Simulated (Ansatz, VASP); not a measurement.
## One calculation of CaCu2S2, two programs

```
CELL_PARAMETERS angstrom
3.85075 0.00000 0.00000
-1.92537 3.33485 0.00000
0.00000 0.00000 6.42894
ATOMIC_POSITIONS crystal
Ca 0.00000 0.00000 0.00000
Cu 0.33333 0.66667 0.37286
Cu 0.66667 0.33333 0.62714
S 0.33333 0.66667 0.74037
S 0.66667 0.33333 0.25963
```

Alike in both runs: functional PBEsol; k mesh 6 × 6 × 4; occupations gaussian, width 0.1 eV; no spin polarisation.

Ansatz relaxed the structure, and its values are those at the end. VASP's run is a single point on that final structure, the one shown.

```csv
,VASP,Ansatz
version,VASP 6.6.1,Ansatz 0.2.0
potentials or method,"VASP PAW PBE potentials, release 64 (Ca_sv, Cu, S), cutoff 520 eV","scalar-relativistic, plane waves, PAW"
valence electrons in the cell,44,60
```

```csv
,VASP,Ansatz,Ansatz less VASP
gap on the k mesh at the Fermi level (eV),1.20,1.18,-0.024
least direct gap on the mesh (eV),1.20,1.18,-0.024
pressure (GPa),0.5,0.0,-0.49
rms of the force components (eV/Å),0.003,0.001,-0.0021
```

VASP's potentials were made for PBE, not for PBEsol. The functional is the same, so the differences come from potentials, cutoffs and numerics. VASP's potentials hold 44 valence electrons a cell and Ansatz's 60, so a difference there can come from the potentials and not from the codes.
